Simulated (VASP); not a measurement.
**Si (a cell with a defect): single point with PBE**

System: Si (a cell with a defect).

```
CELL_PARAMETERS angstrom
0.00000 5.43000 5.43000
5.43000 0.00000 5.43000
5.43000 5.43000 0.00000
ATOMIC_POSITIONS crystal
Si 0.00650 0.00259 0.98827
Si 0.13144 0.10988 0.12715
Si 0.01667 0.96587 0.50094
Si 0.13748 0.12325 0.61633
Si 0.97763 0.47762 0.06725
Si 0.13159 0.63152 0.12705
Si 0.01676 0.51678 0.50087
Si 0.10457 0.60468 0.68647
Si 0.50258 0.00253 0.98827
Si 0.63506 0.13499 0.09481
Si 0.51067 0.01076 0.46813
Si 0.62312 0.12319 0.61636
Si 0.50265 0.50643 0.98827
Si 0.60989 0.63141 0.12714
Si 0.46586 0.51670 0.50090
Si 0.62323 0.63748 0.61629
Si 0.83540 0.33553 0.49397
```

* Program: VASP 6.6.1
* Task: single point
* Functional: PBE
* Potentials or basis: VASP PAW PBE potentials, release 64 (Si)
* Cutoff: 520 eV
* k mesh: 2 × 2 × 2
* Occupations: fermi-dirac, width 0.05 eV
* Spin: no spin polarisation
* Dipole correction: no
* Further INCAR settings: LREAL = Auto; ALGO = Normal; EDIFF = 1e-07; NBANDS = 48

```
Pressure               : 4.5 GPa
Largest force          : 0.064 eV/Å
Band gap on the k mesh : zero (bands 34 and 35 overlap by 0.02 eV)
```

Forces on the atoms (eV/Å):
```
Si  -0.004 -0.011  0.008
Si  -0.005  0.007 -0.005
Si  -0.008  0.004 -0.006
Si   0.003 -0.019 -0.006
Si   0.027  0.027 -0.032
Si   0.010  0.009  0.003
Si   0.009  0.011  0.016
Si   0.015  0.021 -0.022
Si  -0.002 -0.004  0.008
Si   0.005  0.005 -0.005
Si  -0.005  0.000 -0.005
Si   0.004  0.006  0.027
Si  -0.012 -0.006  0.009
Si   0.007 -0.005 -0.003
Si   0.009 -0.014 -0.012
Si  -0.010  0.003 -0.004
Si  -0.044 -0.036  0.030
```

Stress tensor (GPa, compression positive):
```
 4.55 -0.51  0.51
-0.51  4.55  0.51
 0.51  0.51  4.55
```

Levels at points of the mesh, in eV from the Fermi level:
```tsv
k point	band 30	band 31	band 32	band 33	band 34	band 35	band 36	band 37	band 38	band 39
(0.00, 0.00, 0.00)	-1.48	-1.16	-0.70	-0.70	-0.50	-0.04	-0.04	0.25	0.25	0.80
(0.50, 0.00, 0.00)	-1.47	-1.39	-1.36	-0.91	-0.16	0.18	0.70	0.93	1.06	1.35
(0.00, 0.50, 0.00)	-1.47	-1.39	-1.36	-0.91	-0.16	0.18	0.70	0.93	1.06	1.35
(0.00, 0.00, 0.50)	-1.40	-1.40	-1.30	-1.30	-0.20	0.41	0.41	1.19	1.19	1.23
(0.50, 0.50, 0.50)	-1.47	-1.39	-1.36	-0.91	-0.16	0.18	0.70	0.93	1.06	1.35
(0.50, 0.50, 0.00)	-1.93	-1.90	-1.73	-0.73	-0.01	0.43	1.33	1.47	1.56	1.94
(0.00, 0.50, 0.50)	-1.93	-1.90	-1.73	-0.73	-0.01	0.43	1.33	1.47	1.56	1.94
(0.50, 0.00, 0.50)	-1.93	-1.90	-1.73	-0.73	-0.01	0.43	1.33	1.47	1.56	1.94
```

Wall time 2.1 min on 1 thread of AMD EPYC 9R45 96-Core Processor (Zen 5) (shared host), peak memory 0.43 GiB.

Caveat: the k points lie up to 0.50 Å⁻¹ apart.
